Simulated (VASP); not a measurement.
# Ta2N (P-3m1) in VASP: further runs

The runs below take Ta2N through single point, with LDA.

Program: VASP 6.6.1. These are calculated values, not measurements. Logs are shortened: lines on timing, memory, paths and dates and some standing lists are left out, and cuts for length are marked.

## Step 1: The cell of the first run

Symmetry: P-3m1, No. 164, trigonal system. The conventional cell has a = 2.980 Å, b = 2.980 Å, c = 4.785 Å, α = 90.00°, β = 90.00°, γ = 120.00°. Ta (site symmetry 3m) has 3 N at 2.10 Å within 2.8 Å. N (site symmetry -3m) has 6 Ta at 2.10 Å within 2.8 Å.

## Step 2: Single point, LDA (12.26 Å³/atom)

INCAR reads:

```
PREC = Accurate ; ENCUT = 700
EDIFF = 1E-6 ; ISMEAR = 0
SIGMA = 0.15 ; LREAL = False
LASPH = True ; NELM = 120
ALGO = Normal ; ISIF = 2
LWAVE = False ; LCHARG = False
GGA = CA ; NBANDS = 22
GGA_COMPAT = False
```

KPOINTS reads:

```
regular mesh
0
Gamma
  18 18 10
```

POSCAR reads:

```
Ta2N
1.0
    2.9797313057      0.0000000000      0.0000000000
   -1.4898656529      2.5805230071      0.0000000000
    0.0000000000      0.0000000000      4.7848525306
Ta N
2 1
Direct
    0.6666666667      0.3333333333      0.7466885012
    0.3333333333      0.6666666667      0.2533114988
    0.0000000000      0.0000000000      0.0000000000
```

Potentials or basis: VASP PAW LDA potentials, release 64 (Ta_sv_GW, N).

Run with:

```
cat potpaw_LDA.64/Ta_sv_GW/POTCAR potpaw_LDA.64/N/POTCAR > POTCAR
mpirun -np 1 vasp_std > vasp.out
```

OUTCAR:

```text
PREC = Accurate
   ENCUT = 700
   EDIFF = 1E-6
   ISMEAR = 0
   LREAL = False
   LASPH = True
   NELM = 120
   ISIF = 2
   GGA = CA

 ion  position               nearest neighbor table
   1  0.667  0.333  0.747-   3 2.10   3 2.10   3 2.10   2 2.92   2 2.92   2 2.92   2 2.97   2 2.97
                             2 2.97
   2  0.333  0.667  0.253-   3 2.10   3 2.10   3 2.10   1 2.92   1 2.92   1 2.92   1 2.97   1 2.97
                             1 2.97
   3  0.000  0.000  0.000-   1 2.10   2 2.10   2 2.10   1 2.10   1 2.10   2 2.10

  LATTYP: Found a hexagonal cell.
 ALAT       =     2.9797313057
 C/A-ratio  =     1.6058000000

  Lattice vectors:

 A1 = (   2.9797313057,   0.0000000000,   0.0000000000)
 A2 = (  -1.4898656529,   2.5805230071,   0.0000000000)
 A3 = (   0.0000000000,   0.0000000000,   4.7848525306)

Analysis of symmetry for initial positions (statically):
=====================================================================
 Subroutine PRICEL returns:
 Original cell was already a primitive cell.

 Routine SETGRP: Setting up the symmetry group for a
 hexagonal supercell.

 Subroutine GETGRP returns: Found 12 space group operations
 (whereof 12 operations were pure point group operations)
 out of a pool of 24 trial point group operations.

The static configuration has the point symmetry D_3d.

Analysis of symmetry for dynamics (positions and initial velocities):
=====================================================================
 Subroutine PRICEL returns:
 Original cell was already a primitive cell.

 Routine SETGRP: Setting up the symmetry group for a
 hexagonal supercell.

 Subroutine GETGRP returns: Found 12 space group operations
 (whereof 12 operations were pure point group operations)
 out of a pool of 24 trial point group operations.

The dynamic configuration has the point symmetry D_3d.

 Subroutine INISYM returns: Found 12 space group operations
 (whereof 12 operations are pure point group operations),
 and found     1 'primitive' translations

----------------------------------------------------------------------------------------

                                     Primitive cell

  volume of cell :      36.7920

  direct lattice vectors                    reciprocal lattice vectors
     2.979731306  0.000000000  0.000000000     0.335600730  0.193759172  0.000000000
    -1.489865653  2.580523007  0.000000000     0.000000000  0.387518343  0.000000000
     0.000000000  0.000000000  4.784852531     0.000000000  0.000000000  0.208992857

  length of vectors
     2.979731306  2.979731306  4.784852531     0.387518343  0.387518343  0.208992857

  position of ions in fractional coordinates (direct lattice)
     0.666666667  0.333333333  0.746688501
     0.333333333  0.666666667  0.253311499
     0.000000000  0.000000000  0.000000000

  ion indices of the primitive-cell ions
   primitive index   ion index
                 1           1
                 2           2
                 3           3

----------------------------------------------------------------------------------------

 KPOINTS: regular mesh

Automatic generation of k-mesh.
 Grid dimensions read from file:
 generate k-points for:   18   18   10

 Generating k-lattice:

  Cartesian coordinates                     Fractional coordinates (reciprocal lattice)
     0.018644485  0.010764398  0.000000000     0.055555556  0.000000000  0.000000000
     0.000000000  0.021528797  0.000000000     0.000000000  0.055555556  0.000000000
     0.000000000  0.000000000  0.020899286     0.000000000  0.000000000  0.100000000

  Length of vectors
     0.021528797  0.021528797  0.020899286

  Shift w.r.t. Gamma in fractional coordinates (k-lattice)
     0.000000000  0.000000000  0.000000000

 Subroutine IBZKPT returns following result:
 ===========================================

 Found    330 irreducible k-points:

 Following reciprocal coordinates:
            Coordinates               Weight
  0.000000  0.000000  0.000000      1.000000
  0.055556 -0.000000  0.000000      6.000000
  0.111111 -0.000000  0.000000      6.000000
  0.166667 -0.000000  0.000000      6.000000
  0.222222 -0.000000  0.000000      6.000000
  0.277778 -0.000000  0.000000      6.000000
[... 16 lines left out ...]
  0.333333  0.111111  0.000000     12.000000
  0.388889  0.111111  0.000000     12.000000
 [... further k-points ...]
   k-points           NKPTS =    330   k-points in BZ     NKDIM =    330   number of bands    NBANDS=     22
   number of dos      NEDOS =    301   number of ions     NIONS =      3
   total plane-waves  NPLWV =  32928
   dimension x,y,z NGX =    28 NGY =   28 NGZ =   42
   dimension x,y,z NGXF=    56 NGYF=   56 NGZF=   84
   ions per type =               2   1
   NGX,Y,Z   is equivalent  to a cutoff of  15.62, 15.62, 14.59 a.u.
   NGXF,Y,Z  is equivalent  to a cutoff of  31.24, 31.24, 29.19 a.u.
 SYSTEM =  unknown system
   PREC   = accura    normal or accurate (medium, high low for compatibility)
   ISTART =      0    job   : 0-new  1-cont  2-samecut
   ICHARG =      2    charge: 1-file 2-atom 10-const
   ISPIN  =      1    spin polarized calculation?
   LNONCOLLINEAR =      F non collinear calculations
   LSORBIT =      F    spin-orbit coupling
   LASPH  =      T    aspherical Exc in radial PAW
   ENCUT  =  700.0 eV  51.45 Ry    7.17 a.u.   6.43  6.43 10.32*2*pi/ulx,y,z
   NELM   =    120;   NELMIN=  2; NELMDL= -5     # of ELM steps
   EDIFF  = 0.1E-05   stopping-criterion for ELM
   LREAL  =      F    real-space projection
   EDIFFG = 0.1E-04   stopping-criterion for IOM
   NSW    =      0    number of steps for IOM
   IBRION =     -1    ionic relax: 0-MD 1-quasi-New 2-CG
   NFREE  =      0    steps in history (QN), initial steepest desc. (CG)
   ISIF   =      2    stress and relaxation
   ISYM   =      2    0-nonsym 1-usesym 2-fastsym
   POTIM  = 0.5000    time-step for ionic-motion
   TEBEG  =    0.0;   TEEND  =   0.0 temperature during run
   PSTRESS=    0.0 pullay stress
   NELECT =      31.0000    total number of electrons
   NUPDOWN=      -1.0000    fix difference up-down
   EMIN   =  10.00;   EMAX   =-10.00  energy-range for DOS
   EFERMI =   0.00;   METHOD = LEGACY
   ISMEAR =     0;   SIGMA  =   0.15  broadening in eV -4-tet -1-fermi 0-gaus
   EFERMI_NEDOS =   21; number of points for ismear=-14 and -15
   IALGO  =     38    algorithm
   IMIX   =      4    mixing-type and parameters
     AMIX     =   0.40;   BMIX     =  1.00
     AMIX_MAG =   1.60;   BMIX_MAG =  1.00
  volume/ion in A,a.u.               =      12.26        82.76
  Fermi-wavevector in a.u.,A,eV,Ry     =   1.546242  2.921975 32.529704  2.390866
  Thomas-Fermi vector in A             =   2.651506
   LORBIT       =      0    0 simple, 1 ext, 2 COOP (PROOUT), +10 PAW based schemes
   GGA     = CA    functional components
   LHFCALC =     F    Hartree Fock is set to
   AEXX    =    0.0000 exact exchange contribution
   IVDW    =     0    specifies the selected vdW correction
   LEPSILON=     F    determine dielectric tensor
   LRPA    =     F    only Hartree local field effects (RPA)
 non-spin polarized calculation
 Gauss-broadening in eV      SIGMA  =   0.15
  energy-cutoff  :      700.00
  volume of cell :       36.79
 maximum number of plane-waves:      1574
 NGX is ok and might be reduce to    28
   NGX = 13   NGY = 13   NGZ = 21

 number of electron      31.0000001 magnetization

 Free energy of the ion-electron system (eV)
  ---------------------------------------------------
  ext. energy  EPLUGINS =         0.00000000
  ---------------------------------------------------
  free energy    TOTEN  =       -42.51172959 eV

  energy without entropy =      -42.49902472  energy(sigma->0) =      -42.50537716

 E-fermi :  13.0254     XC(G=0): -14.0597

 val. band max:       13.0198731875   @ k =   0.2778   0.0556   0.5000
 cond. band min:      13.0318802922   @ k =   0.0556   0.0556   0.1000
 fundamental gap:      0.0120071047
 Fermi energy:        13.0254477580

 k-point     1 :       0.0000    0.0000    0.0000
  band No.  band energies     occupation
      1     -54.9686      2.00000
      2     -54.8532      2.00000
      3     -22.5066      2.00000
      4     -21.3885      2.00000
      5     -21.3885      2.00000
      6     -21.2374      2.00000
[... 14 lines left out ...]
     21      14.3997      0.00000
     22      18.7272      0.00000

 k-point     2 :       0.0556   -0.0000    0.0000
  band No.  band energies     occupation
      1     -54.9659      2.00000
      2     -54.8520      2.00000
      3     -22.4933      2.00000
      4     -21.4189      2.00000
      5     -21.3991      2.00000
      6     -21.2674      2.00000
[... 14 lines left out ...]
     21      14.6997      0.00000
     22      18.7954      0.00000

 k-point     3 :       0.1111   -0.0000    0.0000
  band No.  band energies     occupation
      1     -54.9578      2.00000
      2     -54.8486      2.00000
      3     -22.4543      2.00000
      4     -21.5064      2.00000
      5     -21.4286      2.00000
      6     -21.3519      2.00000
[... 14 lines left out ...]
     21      15.4513      0.00000
     22      18.8132      0.00000

 k-point     4 :       0.1667   -0.0000    0.0000
  band No.  band energies     occupation
      1     -54.9452      2.00000
      2     -54.8434      2.00000
      3     -22.3923      2.00000
      4     -21.6400      2.00000
      5     -21.4762      2.00000
      6     -21.4713      2.00000
[... 14 lines left out ...]
     21      16.5007      0.00000
     22      18.6362      0.00000

 k-point     5 :       0.2222   -0.0000    0.0000
  band No.  band energies     occupation
      1     -54.9293      2.00000
      2     -54.8375      2.00000
      3     -22.3122      2.00000
      4     -21.8021      2.00000
      5     -21.6215      2.00000
      6     -21.5210      2.00000
[... 417 lines left out ...]
 k-point    22 :       0.2778    0.1111    0.0000
  band No.  band energies     occupation
      1     -54.8892      2.00000
      2     -54.8266      2.00000
      3     -22.1715      2.00000
      4     -22.0397      2.00000
      5     -21.9296      2.00000
      6     -21.6357      2.00000
[... 14 lines left out ...]
     21      18.3471      0.00000
     22      19.1202      0.00000

 k-point    23 :       0.3333    0.1111    0.0000
  band No.  band energies     occupation
      1     -54.8741      2.00000
      2     -54.8249      2.00000
      3     -22.2630      2.00000
      4     -22.0237      2.00000
      5     -21.9489      2.00000
      6     -21.6943      2.00000
[... 14 lines left out ...]
     21      18.3972      0.00000
     22      18.8955      0.00000

 k-point    24 :       0.3889    0.1111    0.0000
  band No.  band energies     occupation
      1     -54.8631      2.00000
      2     -54.8250      2.00000
      3     -22.3352      2.00000
      4     -22.0621      2.00000
      5     -21.8841      2.00000
      6     -21.7319      2.00000
[... 14 lines left out ...]
     21      18.3975      0.00000
     22      18.6433      0.00000

 [... further k-points ...]

------------------------ aborting loop because EDIFF is reached ----------------------------------------

  FORCE on cell =-STRESS in cart. coord.  units (eV):
  Direction    XX          YY          ZZ          XY          YZ          ZX
  --------------------------------------------------------------------------------------
  -------------------------------------------------------------------------------------
  Total        5.3013939      5.3013939      3.7585268     -0.0000000      0.0000000      0.0000000
  in kB      230.8592390    230.8592390    163.6721700     -0.0000000      0.0000000      0.0000000
  external PRESSURE =     208.4635494 kB  Pullay stress =       0.0000000 kB

 VOLUME and BASIS-vectors are now :
 -----------------------------------------------------------------------------
  energy-cutoff  :      700.00
  volume of cell :       36.79
      direct lattice vectors                 reciprocal lattice vectors
     2.979731306  0.000000000  0.000000000     0.335600730  0.193759172  0.000000000
    -1.489865653  2.580523007  0.000000000     0.000000000  0.387518343  0.000000000
     0.000000000  0.000000000  4.784852531     0.000000000  0.000000000  0.208992857

 POSITION                                       TOTAL-FORCE (eV/Angst)
 -----------------------------------------------------------------------------------
      1.48987      0.86017      3.57279        -0.000000      0.000000     -0.741279
     -0.00000      1.72035      1.21206         0.000000     -0.000000      0.741279
      0.00000      0.00000      0.00000         0.000000      0.000000      0.000000
 -----------------------------------------------------------------------------------
    total drift:                               -0.000000      0.000000      0.000000

  FREE ENERGIE OF THE ION-ELECTRON SYSTEM (eV)
  ---------------------------------------------------
  free  energy   TOTEN  =       -42.5117295942 eV

  energy  without entropy=      -42.4990247172  energy(sigma->0) =      -42.50537716
```

It took 3.1 min on 1 thread of Intel Xeon 6975P-C (Granite Rapids), shared host; peak memory 0.48 GiB.

Results:

| Property | Result |
| --- | --- |
| Free energy | -42.5117 eV |
| Pressure | 20.8 GPa |
| Largest force | 0.741 eV/Å |
| Band gap on the k mesh | zero (an odd number of electrons rules out a gap without spin polarisation) |

Forces on the atoms (eV/Å):
```
Ta   0.000  0.000 -0.741
Ta   0.000  0.000  0.741
N    0.000  0.000  0.000
```

Levels at points of the mesh, in eV from the Fermi level:
```
           k point  band 12  band 13  band 14  band 15  band 16  band 17  band 18  band 19
(0.00, 0.00, 0.00)    -6.50    -4.72    -1.02    -0.29    -0.29     0.37     0.50     0.50
(0.50, 0.00, 0.00)    -6.82    -5.08    -2.52    -1.12     1.72     2.45     4.40     4.56
(0.00, 0.00, 0.50)    -6.69    -3.19    -2.69    -1.17    -1.17     1.89     2.57     2.57
(0.50, 0.00, 0.50)    -6.51    -3.74    -1.97    -1.94    -0.29     0.99     3.99     4.22
```

Caveat: the stress differs along the axes, from 16 to 23 GPa; spin-orbit coupling is left out, which moves the levels of the heavy elements.

## Step 3: Single point, LDA (12.61 Å³/atom)

This run uses another cell than the first one, of 12.61 Å³/atom.

INCAR reads:

```
SYSTEM = Ta2N
PREC = Accurate
ENCUT = 700
EDIFF = 1E-6
ISMEAR = 0
SIGMA = 0.15
LREAL = .False.
LASPH = .True.
NELM = 120
ALGO = Normal
ISIF = 2
LWAVE = .False.
LCHARG = .False.
NBANDS = 22
GGA_COMPAT = .False.
```

KPOINTS reads:

```
Automatic mesh
0
Gamma
  18 18 10
  0 0 0
```

POSCAR reads:

```
Ta2N
1.0
    3.0343804656      0.0000000000      0.0000000000
   -1.5171902328      2.6278505679      0.0000000000
    0.0000000000      0.0000000000      4.7442289782
Ta N
2 1
Direct
    0.6666666667      0.3333333333      0.7466885012
    0.3333333333      0.6666666667      0.2533114988
    0.0000000000      0.0000000000      0.0000000000
```

Potentials or basis: VASP PAW LDA potentials, release 64 (Ta_sv_GW, N).

Run with:

```
cat potpaw_LDA.64/Ta_sv_GW/POTCAR potpaw_LDA.64/N/POTCAR > POTCAR
mpirun -np 1 vasp_std > vasp.out
```

Run time: 5.7 min. Hardware: 1 thread of Intel Xeon Platinum 8375C at 2.90GHz (Ice Lake), shared host; peak memory 0.49 GiB.

The run converged. Its results:

```
Free energy            : -42.6272 eV
Pressure               : 10.2 GPa
Largest force          : 0.263 eV/Å
Band gap on the k mesh : zero (an odd number of electrons rules out a gap without spin polarisation)
```

Forces in eV/Å, atoms in the order of the input:
```
Ta   0.000  0.000 -0.263
Ta   0.000  0.000  0.263
N    0.000  0.000  0.000
```

Stress tensor (GPa, compression positive):
```
10.21  0.00  0.00
 0.00 10.21  0.00
 0.00  0.00 10.06
```

Levels at points of the mesh, in eV from the Fermi level:
```csv
k point,band 13,band 14,band 15,band 16,band 17,band 18
"(0.00, 0.00, 0.00)",-4.69,-0.73,-0.28,-0.28,0.28,0.28
"(0.50, 0.00, 0.00)",-4.91,-2.57,-1.21,2.01,2.12,4.09
"(0.00, 0.00, 0.50)",-2.93,-2.57,-1.25,-1.25,1.97,2.46
"(0.50, 0.00, 0.50)",-3.53,-2.03,-1.99,-0.16,0.85,3.60
```

Caveat: the cell stands under pressure; spin-orbit coupling is left out, which moves the levels of the heavy elements.

## Step 4: Single point, LDA (12.96 Å³/atom)

This run uses another cell than the first one, of 12.96 Å³/atom.

INCAR reads:

```
ALGO = Normal
EDIFF = 1E-6
ENCUT = 700
GGA = CA
GGA_COMPAT = F
ISIF = 2
ISMEAR = 0
LASPH = T
LCHARG = F
LREAL = F
LWAVE = F
NBANDS = 22
NELM = 120
PREC = Accurate
SIGMA = 0.15
```

KPOINTS reads:

```
k-points
0
Gamma
  18 18 10
```

POSCAR reads:

```
Ta2N
1.0
    3.0347106991      0.0000000000      0.0000000000
   -1.5173553496      2.6281365585      0.0000000000
    0.0000000000      0.0000000000      4.8731384406
Ta N
2 1
Direct
    0.6666666667      0.3333333333      0.7466885012
    0.3333333333      0.6666666667      0.2533114988
    0.0000000000      0.0000000000      0.0000000000
```

Run with:

```
cat potpaw_LDA.64/Ta_sv_GW/POTCAR potpaw_LDA.64/N/POTCAR > POTCAR
mpirun -np 1 vasp_std > vasp.out
```

Run time: 6.9 min. Hardware: 1 thread of Intel Xeon Platinum 8259CL at 2.50GHz (Skylake/Cascade Lake), shared host; peak memory 0.5 GiB.

The run converged. Its results:

| Item | Value |
| --- | --- |
| Free energy | -42.6509 eV |
| Pressure | 1.0 GPa |
| Largest force | 0.263 eV/Å |
| Band gap on the k mesh | zero (an odd number of electrons rules out a gap without spin polarisation) |

Forces in eV/Å, atoms in the order of the input:
```
Ta   0.000  0.000 -0.263
Ta   0.000  0.000  0.263
N    0.000  0.000  0.000
```

Stress tensor (GPa, compression positive):
```
 2.98  0.00  0.00
 0.00  2.98  0.00
 0.00  0.00 -2.99
```

Levels at points of the mesh, in eV from the Fermi level:
| k point | band 11 | band 12 | band 13 | band 14 | band 15 | band 16 | band 17 | band 18 | band 19 | band 20 |
| --- | --- | --- | --- | --- | --- | --- | --- | --- | --- | --- |
| (0.00, 0.00, 0.00) | -6.20 | -6.20 | -4.78 | -0.95 | -0.27 | -0.27 | 0.35 | 0.47 | 0.47 | 1.28 |
| (0.50, 0.00, 0.00) | -6.80 | -6.53 | -4.77 | -2.48 | -1.19 | 1.59 | 2.27 | 4.07 | 4.21 | 4.55 |
| (0.00, 0.00, 0.50) | -6.37 | -6.37 | -3.05 | -2.69 | -1.09 | -1.09 | 1.77 | 2.38 | 2.38 | 2.39 |
| (0.50, 0.00, 0.50) | -6.96 | -6.25 | -3.53 | -1.99 | -1.98 | -0.29 | 0.92 | 3.68 | 3.92 | 4.44 |

Caveat: the stress differs along the axes, from -3 to 3 GPa; spin-orbit coupling is left out, which moves the levels of the heavy elements.

## Step 5: Overview

```csv
cell,gap on the mesh (eV),pressure (GPa),largest force (eV/Å)
"a = 2.980, b = 2.980, c = 4.785 Å, angles 90.0, 90.0, 120.0°, 3 atoms",none,20.8,0.74
"a = 3.034, b = 3.034, c = 4.744 Å, angles 90.0, 90.0, 120.0°, 3 atoms",none,10.2,0.26
"a = 3.035, b = 3.035, c = 4.873 Å, angles 90.0, 90.0, 120.0°, 3 atoms",none,1.0,0.26
```

Alike in all rows: task single point; level LDA; potentials or basis VASP PAW LDA potentials, release 64 (Ta_sv_GW, N); no spin polarisation; k mesh 18 × 18 × 10; cutoff (eV) 700; smearing gaussian 0.15 eV.

Caveats: spin-orbit coupling is left out, which moves the levels of the heavy elements; the stress differs along the axes, from 16 to 23 GPa (at least some runs); the cell stands under pressure (at least some runs); the stress differs along the axes, from -3 to 3 GPa (at least some runs).

Absolute energies hang on the potentials; compare differences alone.
